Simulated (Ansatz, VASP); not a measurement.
## TiAl: VASP beside Ansatz

```
Ti Al
1.0
     3.17906    0.00000    0.00000
     0.00000    3.17906    0.00000
     0.00000    0.00000    3.17906
Ti Al
1 1
Direct
  0.00000 0.00000 0.00000
  0.50000 0.50000 0.50000
```

Alike in both runs: task single point; functional PBE; k mesh 5 × 5 × 5; occupations fermi-dirac, width 0.06 eV; no spin polarisation.

|  | VASP | Ansatz |
| --- | --- | --- |
| version | VASP 6.6.1 | Ansatz 0.2.0 |
| potentials or method | VASP PAW PBE potentials, release 64 (Ti_sv, Al), cutoff 520 eV | all-electron LAPW, scalar-relativistic |

```csv
,VASP,Ansatz,Ansatz less VASP
gap on the k mesh at the Fermi level (eV),none,none,-
pressure (GPa),0.9,0.9,+0.01
```

A gap of «none» marks a metal or a gap that the smearing closes. Ansatz ran all-electron here, and VASP with PAW potentials.

The k mesh is coarse, so the values compare programs but aren't converged. Noted on Ansatz's run: the k mesh is thin for a metal, which can move the energy by tens of meV per atom.
